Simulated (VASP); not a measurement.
The system is Si2N.

```
Si N
1.0
     2.91695    0.00000    0.00000
    -1.45848    2.52615    0.00000
     0.00000    0.00000    9.04255
Si N
4 2
Direct
  0.00000 0.00000 0.75000
  0.00000 0.00000 0.25000
  0.00000 0.00000 0.00000
  0.00000 0.00000 0.50000
  0.33333 0.66667 0.87500
  0.66667 0.33333 0.12500
```

This cell differs from its parent crystal: atoms taken out.

| Property | Result |
| --- | --- |
| Program | VASP 6.6.1 |
| Task | relaxation of cell and atoms |
| Functional | PBE |
| Potentials or basis | VASP PAW PBE potentials, release 64 (Si, N) |
| Cutoff | 600 eV |
| k mesh | 6 × 6 × 2 |
| Occupations | gaussian, width 0.1 eV |
| Spin | no spin polarisation |

At the start: pressure 19.8 GPa; volume 11.11 Å³/atom.

Task: How do energy, volume and symmetry change on relaxing?

Result: Over 15 steps the energy falls by 643.5 meV/atom and the volume is 11.70 Å³/atom (+5.4 %); space group P-3m1 (No. 164, to 0.1 Å) before and after.

The path:
| step | energy change (eV) | largest force (eV/Å) | pressure (GPa) | volume (Å³) |
| --- | --- | --- | --- | --- |
| 1 | 0.0000 | 3.1642 | 19.80 | 66.63 |
| 2 | -1.9998 | 1.9930 | -17.44 | 80.02 |
| 3 | -2.1692 | 1.7854 | -12.14 | 77.08 |
| 4 | -3.1860 | 2.4489 | -8.01 | 70.66 |
| 5 | -3.2677 | 2.2996 | -4.35 | 68.77 |
| 6 | -3.2907 | 2.2154 | 20.30 | 62.64 |
| 7 | -3.5876 | 1.1805 | 6.03 | 65.42 |
| 8 | -3.7541 | 0.5310 | -0.16 | 68.69 |
| 9 | -3.7546 | 0.4965 | -0.44 | 68.87 |
| 10 | -3.8069 | 0.2974 | -0.96 | 69.41 |
| 11 | -3.8535 | 0.2183 | -0.44 | 69.93 |
| 12 | -3.8541 | 0.2158 | -0.46 | 70.02 |
| 13 | -3.8590 | 0.1647 | 0.82 | 69.85 |
| 14 | -3.8603 | 0.0817 | 0.41 | 69.91 |
| 15 | -3.8610 | 0.0176 | -0.20 | 70.20 |

Final structure:
```
Si N
1.0
     2.71452    0.00000    0.00000
    -1.35726    2.35084    0.00000
     0.00000    0.00000   11.00019
Si N
4 2
Direct
  0.00000 0.00000 0.74880
  0.00000 0.00000 0.25120
  0.00000 0.00000 0.00000
  0.00000 0.00000 0.50000
  0.33333 0.66667 0.90647
  0.66667 0.33333 0.09353
```

Caveat: the k points lie up to 0.45 Å⁻¹ apart in the final cell, too coarse for converged energies and pressures of a metal; the cell differs from its parent crystal (atoms taken out); a cell axis changed by over 15 % at a fixed basis, so the end point is rough.
